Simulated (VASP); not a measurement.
Write the native input for VASP 6.6.1 that does the following.

```
Task                   : single point
Functional             : LDA
Potentials or basis    : VASP PAW LDA potentials, release 64 (Ni)
Cutoff                 : 520 eV
k mesh                 : 12 × 12 × 1
Occupations            : fermi-dirac, width 0.05 eV
Spin                   : collinear spin, ferromagnetic start
Starting moments       : [1.0] μB
Dipole correction      : no
Further INCAR settings : ALGO = Normal; EDIFF = 1e-06; NBANDS = 15
```

The structure of Ni lies in POSCAR:

```
Ni
1.0
    2.2591100000      0.0000000000      0.0000000000
    0.0000000000      2.2591100000      0.0000000000
    0.0000000000      0.0000000000     23.8000000000
Ni
1
Direct
    0.5000000000      0.5000000000      0.2941200000
```

These files were run (other wordings do the same):

INCAR

```
SYSTEM = Ni
PREC = Accurate ; ENCUT = 520
EDIFF = 1E-6 ; ISMEAR = -1
SIGMA = 0.05 ; LREAL = .FALSE.
LASPH = .TRUE. ; NELM = 150
ALGO = Normal ; ISIF = 2
LWAVE = .FALSE. ; LCHARG = .TRUE.
ISPIN = 2 ; MAGMOM = 1
LORBIT = 11 ; LMAXMIX = 4
GGA = CA ; LELF = .TRUE.
LVHAR = .TRUE. ; NBANDS = 15
```

KPOINTS

```
regular mesh
0
G
  12 12 1
  0 0 0
```

Potentials or basis: VASP PAW LDA potentials, release 64 (Ni).

The run is started by

```bash
$ cat potpaw_LDA.64/Ni/POTCAR > POTCAR
$ mpirun -np 1 vasp_std > vasp.out
```

Results of the run:

```yaml
Net_moment: 0.80 μB per cell
Site_moments: Ni +0.81 μB
Valence_electrons_inside_the_program's_atomic_spheres: Ni 9.17
```

Run time: 2.3 min on 1 thread of Intel(R) Xeon(R) Platinum 8488C (Sapphire Rapids), on a shared host, peak memory 0.24 GiB.
